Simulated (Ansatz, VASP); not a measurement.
# One calculation of SiO2, two programs

```
Si O
1.0
     4.90800    0.00000    0.00000
     0.00000    4.90800    0.00000
     0.00000    0.00000    6.78400
Si O
4 8
Direct
  0.30830 0.30830 0.00000
  0.19170 0.80830 0.25000
  0.69170 0.69170 0.50000
  0.80830 0.19170 0.75000
  0.23870 0.11610 0.18650
  0.38390 0.73870 0.43650
  0.76130 0.88390 0.68650
  0.61610 0.26130 0.93650
  0.73870 0.38390 0.56350
  0.88390 0.76130 0.31350
  0.26130 0.61610 0.06350
  0.11610 0.23870 0.81350
```

Alike in both runs: task electric field gradients; functional PBE; k mesh 5 × 5 × 4; occupations fermi-dirac, width 0.02 eV; no spin polarisation.

|  | VASP | Ansatz |
| --- | --- | --- |
| version | VASP 6.6.1 | Ansatz 0.2.0 |
| potentials or method | VASP PAW PBE potentials, release 64 (Si, O) | plane-wave PAW, scalar-relativistic |
| plane-wave cutoff (eV) | 520 | 420 |
| valence electrons in the cell | 64 | 64 |

VASP gave:

- gap on the k mesh at the Fermi level (eV): 5.88
- pressure (GPa): 9.7
- traceless stress, the component that is largest in VASP (GPa): -2.37
- rms of the force components (eV/Å): 0.497
- size of Vzz on the site where it differs most (V/Å²): 83.2

Task: Which values does Ansatz return?

Result: gap on the k mesh at the Fermi level (eV): 5.88; pressure (GPa): 9.5; traceless stress, the component that is largest in VASP (GPa): -2.29; rms of the force components (eV/Å): 0.495; size of Vzz on the site where it differs most (V/Å²): 87.6.

Atom by atom the forces differ by 0.009 eV/Å (rms over components). With one functional, cell and mesh, what is left measures potentials, basis and numerics.
